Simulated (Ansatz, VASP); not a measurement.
# Zr: VASP beside Ansatz

INCAR

```
  ALGO = Normal
  EDIFF = 1E-8
  ENCUT = 520
  GGA = PS
  ISIF = 2
  ISMEAR = -1
  LASPH = T
  LCHARG = F
  LEFG = T
  LREAL = F
  LWAVE = F
  NBANDS = 19
  NELM = 60
  PREC = Accurate
  SIGMA = 0.03
```

File KPOINTS:

```
k-points
0
Gamma
  13 13 7
```

Contents of POSCAR:

```
Zr
1.0
    3.2319982225      0.0000000000      0.0000000000
   -1.6159991112      2.7989925656      0.0000000000
    0.0000000000      0.0000000000      5.1470000000
Zr
2
Direct
    0.3333333333      0.6666666667      0.2500000000
    0.6666666667      0.3333333333      0.7500000000
```

Input for Ansatz:

```yaml
crystal:
  lattice:
    - [3.2319982225, 0.0, 0.0]
    - [-1.6159991112, 2.7989925656, 0.0]
    - [0.0, 0.0, 5.147]
  atoms:
    - { symbol: Zr, position: [0.3333333333, 0.6666666667, 0.25] }
    - { symbol: Zr, position: [0.6666666667, 0.3333333333, 0.75] }
kpoints:
  mp_grid: { grid: [13, 13, 7] }
  band_path:
    path:
      - [0.0, 0.0, 0.0]
      - [0.5, 0.0, 0.0]
      - [0.3333333333, 0.3333333333, 0.0]
      - [0.0, 0.0, 0.0]
      - [0.0, 0.0, 0.5]
      - [0.5, 0.0, 0.5]
      - [0.3333333333, 0.3333333333, 0.5]
      - [0.0, 0.0, 0.5]
      - [0.5, 0.0, 0.5]
    npoints: 5
scf:
  occupations: { method: fermi_dirac, width: 0.03 }
hamiltonian:
  xc: pbesol
  pseudopotentials: { kind: paw }
output:
  forces: true
  stress: true
  eigenvalues: true
  efg: { contact_densities: true }
```

Alike in both runs: task electric field gradients; functional PBEsol; k mesh 13 × 13 × 7; occupations fermi-dirac, width 0.03 eV; no spin polarisation.

|  | VASP | Ansatz |
| --- | --- | --- |
| version | VASP 6.6.1 | Ansatz 0.2.0 |
| potentials or method | VASP PAW PBE potentials, release 64 (Zr_sv) | PAW with Ansatz's default frozen-core files, scalar-relativistic |
| plane-wave cutoff (eV) | 520 | 420 |
| valence electrons in the cell | 24 | 24 |

```tsv
	VASP	Ansatz	Ansatz less VASP
pressure (GPa)	-3.2	-3.3	-0.05
traceless stress, the component that is largest in VASP (GPa)	0.56	0.55	-0.002
size of Vzz on the site where it differs most (V/Å²)	39.7	40.7	+0.95
```

VASP's potentials were made for PBE, not for PBEsol. With one functional, cell and mesh, what is left measures potentials, basis and numerics.
